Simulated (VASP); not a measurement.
# Al2Ru (Fddd) in VASP: notebook

Al2Ru is run at these levels: LDA; tasks: single point.

All numbers are computed with VASP 6.6.1; they aren't measurements. Logs are shortened: lines on timing, memory, paths and dates and some standing lists are left out, and cuts for length are marked.

**1. The cell of the first run**

The structure is orthorhombic, space group Fddd (No. 70). The conventional cell has a = 4.332 Å, b = 8.295 Å, c = 9.119 Å, α = 90.00°, β = 90.00°, γ = 90.00°. Within 3.3 Å of Al (site symmetry 2) lie 9 Al at 2.53 to 3.27 Å and 5 Ru at 2.59 to 2.73 Å. Within 3.4 Å of Ru (site symmetry 222) lie 10 Al at 2.59 to 2.73 Å and 4 Ru at 3.27 Å.

**2. Single point, LDA (13.65 Å³/atom)**

Contents of INCAR:

```
ALGO = Fast
EDIFF = 1E-7
ENCUT = 520
GGA = CA
ISIF = 2
ISMEAR = 0
LASPH = T
LCHARG = F
LREAL = F
LWAVE = F
NBANDS = 29
NELM = 80
PREC = Accurate
SIGMA = 0.03
```

Contents of KPOINTS:

```
k-points
0
Gamma
  10 10 10
```

Contents of POSCAR:

```
Al2Ru
1.0
    0.0000000000      4.1475676131      4.5597339099
    2.1661073955      0.0000000000      4.5597339099
    2.1661073955      4.1475676131      0.0000000000
Al Ru
4 2
Direct
    0.0788992938      0.4211007062      0.0788992938
    0.4211007062      0.0788992938      0.4211007062
    0.1711007062      0.8288992938      0.1711007062
    0.8288992938      0.1711007062      0.8288992938
    0.7500000000      0.7500000000      0.7500000000
    0.5000000000      0.5000000000      0.5000000000
```

Potentials or basis: VASP PAW LDA potentials, release 64 (Al, Ru_pv).

Started as:

```console
$ cat potpaw_LDA.64/Al/POTCAR potpaw_LDA.64/Ru_pv/POTCAR > POTCAR
$ mpirun -np 1 vasp_std > vasp.out
```

OUTCAR:

```text
EDIFF = 1E-7
   ENCUT = 520
   GGA = CA
   ISIF = 2
   ISMEAR = 0
   LASPH = T
   LREAL = F
   NELM = 80
   PREC = Accurate

 ion  position               nearest neighbor table
   1  0.079  0.421  0.079-   2 2.53   2 2.53   5 2.59   5 2.59   6 2.61   6 2.61   3 2.64   3 2.64
                             5 2.73   2 2.84   4 3.27   4 3.27   4 3.27   4 3.27
   2  0.421  0.079  0.421-   1 2.53   1 2.53   5 2.59   5 2.59   6 2.61   6 2.61   4 2.64   4 2.64
                             5 2.73   1 2.84   3 3.27   3 3.27   3 3.27   3 3.27
   3  0.171  0.829  0.171-   4 2.53   4 2.53   6 2.59   6 2.59   5 2.61   5 2.61   1 2.64   1 2.64
                             6 2.73   4 2.84   2 3.27   2 3.27   2 3.27   2 3.27
   4  0.829  0.171  0.829-   3 2.53   3 2.53   6 2.59   6 2.59   5 2.61   5 2.61   2 2.64   2 2.64
                             6 2.73   3 2.84   1 3.27   1 3.27   1 3.27   1 3.27
   5  0.750  0.750  0.750-   2 2.59   2 2.59   1 2.59   1 2.59   3 2.61   4 2.61   4 2.61   3 2.61
                             1 2.73   2 2.73   6 3.27   6 3.27   6 3.27   6 3.27
   6  0.500  0.500  0.500-   3 2.59   3 2.59   4 2.59   4 2.59   1 2.61   2 2.61   2 2.61   1 2.61
                             3 2.73   4 2.73   5 3.27   5 3.27   5 3.27   5 3.27

  LATTYP: Found a face centered orthorhombic cell.
 ALAT       =     4.3322147910
 B/A-ratio  =     1.9147562220
 C/A-ratio  =     2.1050359365

  Lattice vectors:

 A1 = (   0.0000000000,   4.1475676131,   4.5597339099)
 A2 = (   2.1661073955,   0.0000000000,   4.5597339099)
 A3 = (   2.1661073955,   4.1475676131,   0.0000000000)

Analysis of symmetry for initial positions (statically):
=====================================================================
 Subroutine PRICEL returns:
 Original cell was already a primitive cell.

 Routine SETGRP: Setting up the symmetry group for a
 face centered orthorhombic supercell.

 Subroutine GETGRP returns: Found  8 space group operations
 (whereof  4 operations were pure point group operations)
 out of a pool of  8 trial point group operations.

The static configuration has the point symmetry D_2 .
 The point group associated with its full space group is D_2h.

Analysis of symmetry for dynamics (positions and initial velocities):
=====================================================================
 Subroutine PRICEL returns:
 Original cell was already a primitive cell.

 Routine SETGRP: Setting up the symmetry group for a
 face centered orthorhombic supercell.

 Subroutine GETGRP returns: Found  8 space group operations
 (whereof  4 operations were pure point group operations)
 out of a pool of  8 trial point group operations.

The dynamic configuration has the point symmetry D_2 .
 The point group associated with its full space group is D_2h.

 Subroutine INISYM returns: Found  8 space group operations
 (whereof  4 operations are pure point group operations),
 and found     1 'primitive' translations

----------------------------------------------------------------------------------------

                                     Primitive cell

  volume of cell :      81.9300

  direct lattice vectors                    reciprocal lattice vectors
     0.000000000  4.147567613  4.559733910    -0.230828813  0.120552586  0.109655522
     2.166107396  0.000000000  4.559733910     0.230828813 -0.120552586  0.109655522
     2.166107396  4.147567613  0.000000000     0.230828813  0.120552586 -0.109655522

  length of vectors
     6.163885985  5.048088210  4.679138634     0.282558313  0.282558313  0.282558313

  position of ions in fractional coordinates (direct lattice)
     0.078899294  0.421100706  0.078899294
     0.421100706  0.078899294  0.421100706
     0.171100706  0.828899294  0.171100706
     0.828899294  0.171100706  0.828899294
     0.750000000  0.750000000  0.750000000
     0.500000000  0.500000000  0.500000000

  ion indices of the primitive-cell ions
   primitive index   ion index
                 1           1
                 2           2
                 3           3
                 4           4
                 5           5
                 6           6

----------------------------------------------------------------------------------------

 KPOINTS: k-points

Automatic generation of k-mesh.
 Grid dimensions read from file:
 generate k-points for:   10   10   10

 Generating k-lattice:

  Cartesian coordinates                     Fractional coordinates (reciprocal lattice)
    -0.023082881  0.012055259  0.010965552     0.100000000  0.000000000 -0.000000000
     0.023082881 -0.012055259  0.010965552     0.000000000  0.100000000  0.000000000
     0.023082881  0.012055259 -0.010965552    -0.000000000  0.000000000  0.100000000

  Length of vectors
     0.028255831  0.028255831  0.028255831

  Shift w.r.t. Gamma in fractional coordinates (k-lattice)
     0.000000000  0.000000000  0.000000000

 Subroutine IBZKPT returns following result:
 ===========================================

 Found    171 irreducible k-points:

 Following reciprocal coordinates:
            Coordinates               Weight
  0.000000  0.000000  0.000000      1.000000
  0.100000  0.000000  0.000000      8.000000
  0.200000  0.000000  0.000000      8.000000
  0.300000  0.000000  0.000000      8.000000
  0.400000  0.000000  0.000000      8.000000
  0.500000  0.000000  0.000000      4.000000
[... 16 lines left out ...]
  0.300000  0.300000  0.000000      2.000000
  0.400000  0.300000  0.000000      8.000000
 [... further k-points ...]
   k-points           NKPTS =    171   k-points in BZ     NKDIM =    171   number of bands    NBANDS=     29
   number of dos      NEDOS =    301   number of ions     NIONS =      6
   total plane-waves  NPLWV =  69120
   dimension x,y,z NGX =    48 NGY =   40 NGZ =   36
   dimension x,y,z NGXF=    96 NGYF=   80 NGZF=   72
   ions per type =               4   2
   NGX,Y,Z   is equivalent  to a cutoff of  12.95, 13.17, 12.79 a.u.
   NGXF,Y,Z  is equivalent  to a cutoff of  25.89, 26.35, 25.58 a.u.
 SYSTEM =  unknown system
   PREC   = accura    normal or accurate (medium, high low for compatibility)
   ISTART =      0    job   : 0-new  1-cont  2-samecut
   ICHARG =      2    charge: 1-file 2-atom 10-const
   ISPIN  =      1    spin polarized calculation?
   LNONCOLLINEAR =      F non collinear calculations
   LSORBIT =      F    spin-orbit coupling
   LASPH  =      T    aspherical Exc in radial PAW
   ENCUT  =  520.0 eV  38.22 Ry    6.18 a.u.  11.46  9.39  8.70*2*pi/ulx,y,z
   NELM   =     80;   NELMIN=  2; NELMDL= -5     # of ELM steps
   EDIFF  = 0.1E-06   stopping-criterion for ELM
   LREAL  =      F    real-space projection
   EDIFFG = 0.1E-05   stopping-criterion for IOM
   NSW    =      0    number of steps for IOM
   IBRION =     -1    ionic relax: 0-MD 1-quasi-New 2-CG
   NFREE  =      0    steps in history (QN), initial steepest desc. (CG)
   ISIF   =      2    stress and relaxation
   ISYM   =      2    0-nonsym 1-usesym 2-fastsym
   POTIM  = 0.5000    time-step for ionic-motion
   TEBEG  =    0.0;   TEEND  =   0.0 temperature during run
   PSTRESS=    0.0 pullay stress
   NELECT =      40.0000    total number of electrons
   NUPDOWN=      -1.0000    fix difference up-down
   EMIN   =  10.00;   EMAX   =-10.00  energy-range for DOS
   EFERMI =   0.00;   METHOD = LEGACY
   ISMEAR =     0;   SIGMA  =   0.03  broadening in eV -4-tet -1-fermi 0-gaus
   EFERMI_NEDOS =   21; number of points for ismear=-14 and -15
   IALGO  =     68    algorithm
   IMIX   =      4    mixing-type and parameters
     AMIX     =   0.40;   BMIX     =  1.00
     AMIX_MAG =   1.60;   BMIX_MAG =  1.00
  volume/ion in A,a.u.               =      13.65        92.15
  Fermi-wavevector in a.u.,A,eV,Ry     =   1.289082  2.436012 22.609238  1.661732
  Thomas-Fermi vector in A             =   2.420996
   LORBIT       =      0    0 simple, 1 ext, 2 COOP (PROOUT), +10 PAW based schemes
   GGA     = CA    functional components
   LHFCALC =     F    Hartree Fock is set to
   AEXX    =    0.0000 exact exchange contribution
   IVDW    =     0    specifies the selected vdW correction
   LEPSILON=     F    determine dielectric tensor
   LRPA    =     F    only Hartree local field effects (RPA)
 non-spin polarized calculation
 RMM-DIIS sequential band-by-band and
 Gauss-broadening in eV      SIGMA  =   0.03
  energy-cutoff  :      520.00
  volume of cell :       81.93
 maximum number of plane-waves:      2230
 NGX is ok and might be reduce to    48
   NGX = 23   NGY = 19   NGZ = 17

 number of electron      40.0000002 magnetization

 Free energy of the ion-electron system (eV)
  ---------------------------------------------------
  ext. energy  EPLUGINS =         0.00000000
  ---------------------------------------------------
  free energy    TOTEN  =       -41.70955890 eV

  energy without entropy =      -41.70911297  energy(sigma->0) =      -41.70933594

 E-fermi :  10.6310     XC(G=0): -12.1290

 val. band max:       10.6287749507   @ k =  -0.1000   0.2000   0.2000
 cond. band min:      10.6389346057   @ k =  -0.2000   0.2000   0.2000
 fundamental gap:      0.0101596551
 Fermi energy:        10.6309885498

 k-point     1 :       0.0000    0.0000    0.0000
  band No.  band energies     occupation
      1     -31.9604      2.00000
      2     -31.8896      2.00000
      3     -31.8790      2.00000
      4     -31.8228      2.00000
      5     -31.8157      2.00000
      6     -31.8102      2.00000
[... 21 lines left out ...]
     28      14.6922      0.00000
     29      15.1587      0.00000

 k-point     2 :       0.1000    0.0000    0.0000
  band No.  band energies     occupation
      1     -31.9594      2.00000
      2     -31.8933      2.00000
      3     -31.8759      2.00000
      4     -31.8245      2.00000
      5     -31.8148      2.00000
      6     -31.8106      2.00000
[... 696 lines left out ...]
 k-point    24 :       0.4000    0.3000    0.0000
  band No.  band energies     occupation
      1     -31.9421      2.00000
      2     -31.9110      2.00000
      3     -31.8671      2.00000
      4     -31.8457      2.00000
      5     -31.8078      2.00000
      6     -31.8067      2.00000
[... 21 lines left out ...]
     28      15.6263      0.00000
     29      16.1941      0.00000

 [... further k-points ...]

------------------------ aborting loop because EDIFF is reached ----------------------------------------

  FORCE on cell =-STRESS in cart. coord.  units (eV):
  Direction    XX          YY          ZZ          XY          YZ          ZX
  --------------------------------------------------------------------------------------
  -------------------------------------------------------------------------------------
  Total       10.6721298     -5.0414372     -6.5573763      0.0000000      0.0000000      0.0000000
  in kB      208.6982116    -98.5875309   -128.2323897      0.0000000      0.0000000      0.0000000
  external PRESSURE =      -6.0405697 kB  Pullay stress =       0.0000000 kB

 VOLUME and BASIS-vectors are now :
 -----------------------------------------------------------------------------
  energy-cutoff  :      520.00
  volume of cell :       81.93
      direct lattice vectors                 reciprocal lattice vectors
     0.000000000  4.147567613  4.559733910    -0.230828813  0.120552586  0.109655522
     2.166107396  0.000000000  4.559733910     0.230828813 -0.120552586  0.109655522
     2.166107396  4.147567613  0.000000000     0.230828813  0.120552586 -0.109655522

 POSITION                                       TOTAL-FORCE (eV/Angst)
 -----------------------------------------------------------------------------------
      1.08305      0.65448      2.27987         0.000000      0.468044     -0.000000
      1.08305      3.49309      2.27987         0.000000     -0.468044     -0.000000
      2.16611      1.41930      4.55973         0.000000     -0.468044      0.000000
      2.16611      6.87583      4.55973         0.000000      0.468044      0.000000
      3.24916      6.22135      6.83960        -0.000000     -0.000000     -0.000000
      2.16611      4.14757      4.55973         0.000000      0.000000      0.000000
 -----------------------------------------------------------------------------------
    total drift:                               -0.000000     -0.000000     -0.000000

  FREE ENERGIE OF THE ION-ELECTRON SYSTEM (eV)
  ---------------------------------------------------
  free  energy   TOTEN  =       -41.7095589023 eV

  energy  without entropy=      -41.7091129746  energy(sigma->0) =      -41.70933594
```

It took 4.7 min on 1 thread of Intel Xeon 6975P-C (Granite Rapids), shared host; peak memory 0.43 GiB.

What came out:

* Free energy: -41.7096 eV
* Pressure: -0.6 GPa
* Largest force: 0.468 eV/Å
* Band gap on the k mesh: zero (bands 20 and 21 overlap by 0.73 eV)

Forces on the atoms (eV/Å):
```
Al   0.000  0.468  0.000
Al   0.000 -0.468  0.000
Al   0.000 -0.468  0.000
Al   0.000  0.468  0.000
Ru   0.000  0.000  0.000
Ru   0.000  0.000  0.000
```

Caveat: the stress differs along the axes, from -13 to 21 GPa.

[end of part 1 of 3]

The gap in the log of VASP goes by the Fermi energy; the results here count the filled bands.